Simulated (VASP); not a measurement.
Runs of VASP 6.6.1 on BiAu (rocksalt type). The structure is that of space group Fm-3m (No. 225), or close to it. The cells are those of the table. 

```tsv
task	cell	cutoff (eV)	gap on the mesh (eV)	pressure (GPa)
single point	a = 4.286 Å, angles 60.0°, 2 atoms	500	none	-3.7
electric field gradients	a = 4.119 Å, angles 60.0°, 2 atoms	400	none	5.0
electric field gradients	a = 4.204 Å, angles 60.0°, 2 atoms	400	none	(a)
electric field gradients	a = 4.175 Å, angles 60.0°, 2 atoms	400	none	1.4
relaxation of cell and atoms	relaxed from a = 4.182 Å, angles 60.0°, 2 atoms	500	none	0.0
electric field gradients	a = 4.232 Å, angles 60.0°, 2 atoms	400	none	-1.4
electric field gradients	a = 4.286 Å, angles 60.0°, 2 atoms	400	none	-3.7
single point	a = 4.119 Å, angles 60.0°, 2 atoms	500	none	5.0
single point	a = 4.175 Å, angles 60.0°, 2 atoms	500	none	1.4
```

Alike in all rows: level PBE; potentials or basis VASP PAW PBE potentials, release 64 (Au, Bi_d); no spin polarisation; k mesh 12 × 12 × 12; smearing fermi-dirac 0.03 eV.

Q: Fill in the values left out.

A: (a) -0.1.

Caveats: spin-orbit coupling is left out, which moves the levels of the heavy elements.

A k mesh can miss the band edges, and the runs leave out spin-orbit coupling on Au, Bi.

A gap of «none» marks levels without a gap at the run's occupations.
